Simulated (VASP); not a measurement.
Write the native input for VASP 6.6.1 that does the following.

```yaml
Task: single point
Functional: PBE
Potentials_or_basis: VASP PAW PBE potentials, release 64 (Ga_d)
Cutoff: 520 eV
k_mesh: 15 × 15 × 15
Occupations: fermi-dirac, width 0.1 eV
Spin: no spin polarisation
Dipole_correction: no
Further_INCAR_settings: ALGO = Normal; EDIFF = 1e-07; NBANDS = 20
```

The structure of Ga lies in POSCAR:

```
Ga
1.0
    0.0000000000      2.8179314208      2.8179314208
    2.8179314208      0.0000000000      2.8179314208
    2.8179314208      2.8179314208      0.0000000000
Ga
2
Direct
    0.1250000000      0.1250000000      0.1250000000
    0.8750000000      0.8750000000      0.8750000000
```

This isn't the form of Ga at room conditions, which is orthorhombic.

The input as run:

INCAR

```
SYSTEM = Ga
  ALGO = Normal
  EDIFF = 1E-7
  ENCUT = 520
  GGA = PE
  ISIF = 2
  ISMEAR = -1
  LASPH = .TRUE.
  LCHARG = .FALSE.
  LREAL = .FALSE.
  LWAVE = .FALSE.
  NBANDS = 20
  NELM = 60
  PREC = Accurate
  SIGMA = 0.1
```

KPOINTS

```
k-points
0
G
  15 15 15
  0 0 0
```

Potentials or basis: VASP PAW PBE potentials, release 64 (Ga_d).

Command:

```bash
$ cat potpaw_PBE.64/Ga_d/POTCAR > POTCAR
$ mpirun -np 1 vasp_std > vasp.out
```

It gave:

The pressure is 6.4 GPa. The band gap on the k mesh is zero (bands 13 and 14 overlap by 4.50 eV).

Caveat: the cell stands under pressure.

Run time: 41 s on 1 thread of Intel(R) Xeon(R) 6975P-C (Granite Rapids) (shared host), peak memory 0.22 GiB.
